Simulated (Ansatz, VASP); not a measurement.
## AsF in VASP and in Ansatz

```
CELL_PARAMETERS angstrom
0.00000 2.59835 2.59835
2.59835 0.00000 2.59835
2.59835 2.59835 0.00000
ATOMIC_POSITIONS crystal
As 0.00000 0.00000 0.00000
F 0.75000 0.75000 0.75000
```

Alike in both runs: task relaxation of cell and atoms; functional PBE; k mesh 6 × 6 × 6; occupations gaussian, width 0.1 eV; no spin polarisation.

```csv
,VASP,Ansatz
version,VASP 6.6.1,Ansatz 0.2.0
potentials or method,"VASP PAW PBE potentials, release 64 (As, F), cutoff 600 eV","scalar-relativistic, plane waves, PAW"
valence electrons in the cell,12,22
```

VASP gave:

```
gap on the k mesh at the Fermi level, each at its own relaxed structure (eV) : none
relaxed volume (Å³/atom)                                                     : 19.80
relaxed length of the cell vector where the two differ most in proportion (Å)              : 3.826
```

Question: Which values does Ansatz return?

Answer: gap on the k mesh at the Fermi level, each at its own relaxed structure (eV): none; relaxed volume (Å³/atom): 19.73; relaxed length of the cell vector where the two differ most in proportion (Å): 3.821.

A gap of «none» marks a metal or a gap that the smearing closes. VASP's potentials hold 12 valence electrons a cell and Ansatz's 22, so a difference there can come from the potentials and not from the codes.
